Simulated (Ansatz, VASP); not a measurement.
# Re in VASP and in Ansatz

```
Re
1.0
     2.76639    0.00000    0.00000
    -1.38319    2.39576    0.00000
     0.00000    0.00000    9.29640
Re
4
Direct
  0.66667 0.33333 0.75000
  0.00000 0.00000 0.50000
  0.33333 0.66667 0.25000
  0.00000 0.00000 0.00000
```

Alike in both runs: functional PBE; k mesh 9 × 9 × 3; occupations fermi-dirac, width 0.05 eV; no spin polarisation.

|  | VASP | Ansatz |
| --- | --- | --- |
| version | VASP 6.6.1 | Ansatz 0.2.0 |
| potentials or method | VASP PAW PBE potentials, release 64 (Re) | Ansatz PAW |
| plane-wave cutoff (eV) | 520 | 420 |
| valence electrons in the cell | 28 | 60 |
| task | single point | band structure |

```tsv
	VASP	Ansatz	Ansatz less VASP
gap on the k mesh at the Fermi level (eV)	none	none	-
pressure (GPa)	-10.3	-9.6	+0.68
traceless stress, the component that is largest in VASP (GPa)	-12.47	-12.59	-0.125
```

A gap of «none» marks a metal or a gap that the smearing closes. VASP's potentials hold 28 valence electrons a cell and Ansatz's 60, so a difference there can come from the potentials and not from the codes.

Spin-orbit coupling is off throughout.
